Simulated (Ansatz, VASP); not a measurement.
# One calculation of Si16B, two programs

```
Si B
1.0
     0.00000    5.43000    5.43000
     5.43000    0.00000    5.43000
     5.43000    5.43000    0.00000
Si B
16 1
Direct
  0.99114 0.01905 0.99860
  0.12814 0.11827 0.13535
  0.99704 0.99437 0.50880
  0.12610 0.12520 0.62385
  0.99113 0.49255 0.00514
  0.12301 0.63599 0.11341
  0.99060 0.50316 0.49746
  0.12634 0.61893 0.62658
  0.49976 0.99778 0.00507
  0.61857 0.12903 0.12749
  0.49820 0.00150 0.50026
  0.62208 0.12170 0.63055
  0.49918 0.50187 0.99837
  0.61788 0.62513 0.12926
  0.49854 0.49608 0.50234
  0.61639 0.62836 0.62542
  0.95115 0.36856 0.82864
```

Alike in both runs: functional PBE; k mesh 2 × 2 × 2; occupations fermi-dirac, width 0.02 eV; collinear spin.

Ansatz relaxed the structure, and its values are those at the end. VASP's run is a single point on that final structure, the one shown.

|  | VASP | Ansatz |
| --- | --- | --- |
| version | VASP 6.6.1 | Ansatz 0.2.0 |
| potentials or method | VASP PAW PBE potentials, release 64 (Si, B), cutoff 520 eV | scalar-relativistic, plane waves, PAW |
| valence electrons in the cell | 67 | 67 |

|  | VASP | Ansatz | Ansatz less VASP |
| --- | --- | --- | --- |
| rms of the force components (eV/Å) | 0.011 | 0.010 | -0.0005 |
| net moment per atom (μB) | 0.00 | 0.00 | 0.000 |

With one functional, cell and mesh, what is left measures potentials, basis and numerics. Ansatz's warnings: filled band counts differ across k points, seeded moment not kept.

The k mesh is coarse, so the values compare programs but aren't converged.
